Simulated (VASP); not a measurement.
Runs of VASP 6.6.1 on In2Sb3. The structure is that of space group Pm-3m (No. 221), or close to it. The cells are those of the table. 

```tsv
task	cell	k mesh	cutoff (eV)	gap on the mesh (eV)	pressure (GPa)	relaxed volume (Å³/atom)
single point	a = 5.679 Å, 5 atoms	8 × 8 × 8	520	none	0.0	-
single point	a = 5.404 Å, 5 atoms	4 × 4 × 4	520	none	6.0	-
single point	a = 5.672 Å, 5 atoms	4 × 4 × 4	520	none	(a)	-
relaxation of cell and atoms	relaxed from a = 5.672 Å, 5 atoms	8 × 8 × 8	600	none	0.0	36.61
relaxation of cell and atoms	relaxed from a = 5.404 Å, 5 atoms	4 × 4 × 4	600	none	0.0	36.30
```

Alike in all rows: level PBE; potentials or basis VASP PAW PBE potentials, release 64 (In_d, Sb); no spin polarisation; smearing gaussian 0.1 eV.

Question: Fill in the values left out.

Answer: (a) -0.2.

Caveats: spin-orbit coupling is left out, which moves the levels of the heavy elements.

A k mesh can miss the band edges, and the runs leave out spin-orbit coupling on In, Sb.

A gap of «none» marks levels without a gap at the run's occupations.
